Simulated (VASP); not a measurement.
# Bi2Se3 (C2/c) in VASP: single point with PBEsol

Aim: the single point of Bi2Se3 with PBEsol.

All numbers are computed with VASP 6.6.1; they aren't measurements. Logs are shortened: lines on timing, memory, paths and dates and some standing lists are left out, and cuts for length are marked.

**1. The cell of the first run**

The typed cell holds 10 atoms: a = 7.399 Å, b = 7.399 Å, c = 7.767 Å, α = 118.45°, β = 118.45°, γ = 60.00°.

**2. Single point, PBEsol**

Contents of INCAR:

```
PREC = Accurate ; ENCUT = 500
EDIFF = 1E-6 ; ISMEAR = -1
SIGMA = 0.03 ; LREAL = F
LASPH = T ; NELM = 120
ALGO = Normal ; ISIF = 2
LWAVE = F ; LCHARG = T
GGA = PS ; LELF = T
LVHAR = T ; NBANDS = 59
GGA_COMPAT = F
```

Contents of KPOINTS:

```
regular mesh
0
Gamma
  4 4 4
```

Contents of POSCAR:

```
Bi2Se3
1.0
    6.4073418738     -3.6995912072      0.0284436635
    6.4073418738      3.6995912072      0.0284436635
   -4.3009088924      0.0000000000      6.4672070290
Bi Se
4 6
Direct
    0.1507439287      0.6507430660      0.9521836109
    0.3492569340      0.8492560713      0.5478163891
    0.8492560713      0.3492569340      0.0478163891
    0.6507430660      0.1507439287      0.4521836109
    0.9553036684      0.0446963316      0.2500000000
    0.0446963316      0.9553036684      0.7500000000
    0.4552375639      0.2500228757      0.7499359168
    0.5447624361      0.7499771243      0.2500640832
    0.2500228757      0.4552375639      0.2499359168
    0.7499771243      0.5447624361      0.7500640832
```

Potentials or basis: VASP PAW PBE potentials, release 64 (Bi_d, Se).

On the command line:

```
$ cat potpaw_PBE.64/Bi_d/POTCAR potpaw_PBE.64/Se/POTCAR > POTCAR
$ mpirun -np 1 vasp_std > vasp.out
```

OUTCAR:

```text
PREC = Accurate
   ENCUT = 500
   EDIFF = 1E-6
   ISMEAR = -1
   LREAL = F
   LASPH = T
   NELM = 120
   ISIF = 2
   GGA = PS

 ion  position               nearest neighbor table
   1  0.151  0.651  0.952-   9 2.91   5 2.91   8 2.91   6 2.93  10 2.93   7 2.93   2 3.86
   2  0.349  0.849  0.548-   8 2.91   5 2.91   9 2.91   6 2.93   7 2.93  10 2.93   1 3.86
   3  0.849  0.349  0.048-  10 2.91   6 2.91   7 2.91   5 2.93   9 2.93   8 2.93   4 3.86
   4  0.651  0.151  0.452-   7 2.91   6 2.91  10 2.91   5 2.93   8 2.93   9 2.93   3 3.86
   5  0.955  0.045  0.250-   1 2.91   2 2.91   3 2.93   4 2.93
   6  0.045  0.955  0.750-   3 2.91   4 2.91   1 2.93   2 2.93
   7  0.455  0.250  0.750-   4 2.91   3 2.91   2 2.93   1 2.93
   8  0.545  0.750  0.250-   2 2.91   1 2.91   4 2.93   3 2.93
   9  0.250  0.455  0.250-   1 2.91   2 2.91   3 2.93   4 2.93
  10  0.750  0.545  0.750-   3 2.91   4 2.91   1 2.93   2 2.93

  LATTYP: Found a base centered monoclinic cell.
 ALAT       =    12.8148100149
 B/A-ratio  =     0.5773930636
 C/A-ratio  =     0.6060769908
 COS(beta)  =    -0.5500564661

  Lattice vectors:

 A1 = (   6.4073418738,  -3.6995912072,   0.0284436635)
 A2 = (   6.4073418738,   3.6995912072,   0.0284436635)
 A3 = (  -4.3009088924,   0.0000000000,   6.4672070290)

Analysis of symmetry for initial positions (statically):
=====================================================================
 Subroutine PRICEL returns:
 Original cell was already a primitive cell.

 Routine SETGRP: Setting up the symmetry group for a
 base centered monoclinic supercell.

 Subroutine GETGRP returns: Found  4 space group operations
 (whereof  2 operations were pure point group operations)
 out of a pool of  4 trial point group operations.

The static configuration has the point symmetry S_2 .
 The point group associated with its full space group is C_2h.

Analysis of symmetry for dynamics (positions and initial velocities):
=====================================================================
 Subroutine PRICEL returns:
 Original cell was already a primitive cell.

 Routine SETGRP: Setting up the symmetry group for a
 base centered monoclinic supercell.

 Subroutine GETGRP returns: Found  4 space group operations
 (whereof  2 operations were pure point group operations)
 out of a pool of  4 trial point group operations.

The dynamic configuration has the point symmetry S_2 .
 The point group associated with its full space group is C_2h.

 Subroutine INISYM returns: Found  4 space group operations
[... 119 lines left out ...]
   ISYM   =      2    0-nonsym 1-usesym 2-fastsym
   POTIM  = 0.5000    time-step for ionic-motion
   TEBEG  =    0.0;   TEEND  =   0.0 temperature during run
   PSTRESS=    0.0 pullay stress
   NELECT =      96.0000    total number of electrons
   NUPDOWN=      -1.0000    fix difference up-down
   EMIN   =  10.00;   EMAX   =-10.00  energy-range for DOS
   EFERMI =   0.00;   METHOD = LEGACY
   ISMEAR =    -1;   SIGMA  =   0.03  broadening in eV -4-tet -1-fermi 0-gaus
   EFERMI_NEDOS =   21; number of points for ismear=-14 and -15
   IALGO  =     38    algorithm
   IMIX   =      4    mixing-type and parameters
     AMIX     =   0.40;   BMIX     =  1.00
     AMIX_MAG =   1.60;   BMIX_MAG =  1.00
  volume/ion in A,a.u.               =      30.75       207.52
  Fermi-wavevector in a.u.,A,eV,Ry     =   1.110569  2.098672 16.780941  1.233364
  Thomas-Fermi vector in A             =   2.247122
   LORBIT       =      0    0 simple, 1 ext, 2 COOP (PROOUT), +10 PAW based schemes
   GGA     = PS    functional components
   LHFCALC =     F    Hartree Fock is set to
   AEXX    =    0.0000 exact exchange contribution
   IVDW    =     0    specifies the selected vdW correction
   LEPSILON=     F    determine dielectric tensor
   LRPA    =     F    only Hartree local field effects (RPA)
 non-spin polarized calculation
  energy-cutoff  :      500.00
  volume of cell :      307.51
 maximum number of plane-waves:      7835
 NGX is ok and might be reduce to    54
   NGX = 27   NGY = 27   NGZ = 29

 number of electron      96.0000003 magnetization

 Free energy of the ion-electron system (eV)
  ---------------------------------------------------
  ext. energy  EPLUGINS =         0.00000000
  ---------------------------------------------------
  free energy    TOTEN  =       -43.37457399 eV

  energy without entropy =      -43.37457293  energy(sigma->0) =      -43.37457346

 E-fermi :   4.2015     XC(G=0):  -9.1757

 val. band max:        3.8728018088   @ k =   0.0000   0.0000   0.2500
 cond. band min:       4.5553522221   @ k =  -0.2500   0.5000   0.2500
 fundamental gap:      0.6825504133
 Fermi energy:         4.2014963235

 k-point     1 :       0.0000    0.0000    0.0000
  band No.  band energies     occupation
      1     -19.1066      2.00000
      2     -19.1066      2.00000
      3     -19.1008      2.00000
      4     -19.0975      2.00000
      5     -19.0975      2.00000
      6     -19.0971      2.00000
[... 1477 lines left out ...]
     58       7.4657      0.00000
     59       7.9497      0.00000

------------------------ aborting loop because EDIFF is reached ----------------------------------------

  FORCE on cell =-STRESS in cart. coord.  units (eV):
  Direction    XX          YY          ZZ          XY          YZ          ZX
  --------------------------------------------------------------------------------------
  -------------------------------------------------------------------------------------
  Total        0.0498714      0.0469643      0.0667517      0.0000000      0.0000000     -0.0000035
  in kB        0.2598386      0.2446919      0.3477875      0.0000000      0.0000000     -0.0000184
  external PRESSURE =       0.2841060 kB  Pullay stress =       0.0000000 kB

 VOLUME and BASIS-vectors are now :
 -----------------------------------------------------------------------------
  energy-cutoff  :      500.00
  volume of cell :      307.51
      direct lattice vectors                 reciprocal lattice vectors
     6.407341874 -3.699591207  0.028443664     0.077805779 -0.135150067  0.051743444
     6.407341874  3.699591207  0.028443664     0.077805779  0.135150067  0.051743444
    -4.300908892  0.000000000  6.467207029    -0.000684401  0.000000000  0.154171105

 POSITION                                       TOTAL-FORCE (eV/Angst)
 -----------------------------------------------------------------------------------
      1.04015      1.84979      6.18077        -0.000693     -0.000179     -0.003740
      5.32317      1.84979      3.57693         0.000693     -0.000179      0.003740
      7.47363     -1.84979      0.34333         0.000693      0.000179      0.003740
      3.19060     -1.84979      2.94716        -0.000693      0.000179     -0.003740
      5.33211     -3.36887      1.64525         0.000000      0.003833      0.000000
      3.18166      3.36887      4.87885         0.000000     -0.003833     -0.000000
      1.29344     -0.75921      4.87005        -0.003561      0.001922      0.000109
      7.22034      0.75921      1.65404         0.003561     -0.001922     -0.000109
      3.44389      0.75921      1.63645        -0.003561     -0.001922      0.000109
      5.06988     -0.75921      4.88765         0.003561      0.001922     -0.000109
 -----------------------------------------------------------------------------------
    total drift:                               -0.000000     -0.000000      0.000000

  FREE ENERGIE OF THE ION-ELECTRON SYSTEM (eV)
  ---------------------------------------------------
  free  energy   TOTEN  =       -43.3745739858 eV

  energy  without entropy=      -43.3745729311  energy(sigma->0) =      -43.37457346
```

Wall time 19 min (1 thread of Intel Xeon 8259CL, shared host); peak memory 0.61 GiB.

Results:

- Free energy: -43.3746 eV
- Pressure: 0.0 GPa
- Largest force: 0.004 eV/Å
- Band gap on the k mesh: 0.68 eV (least direct gap 1.14 eV)

Forces in eV/Å, atoms in the order of the input:
```
Bi  -0.001  0.000 -0.004
Bi   0.001  0.000  0.004
Bi   0.001  0.000  0.004
Bi  -0.001  0.000 -0.004
Se   0.000  0.004  0.000
Se   0.000 -0.004  0.000
Se  -0.004  0.002  0.000
Se   0.004 -0.002  0.000
Se  -0.004 -0.002  0.000
Se   0.004  0.002  0.000
```

Caveat: the PAW data sets were made with another functional, which shifts forces and pressure a little; spin-orbit coupling is left out, which moves the levels of the heavy elements. A k mesh can miss the band edges.
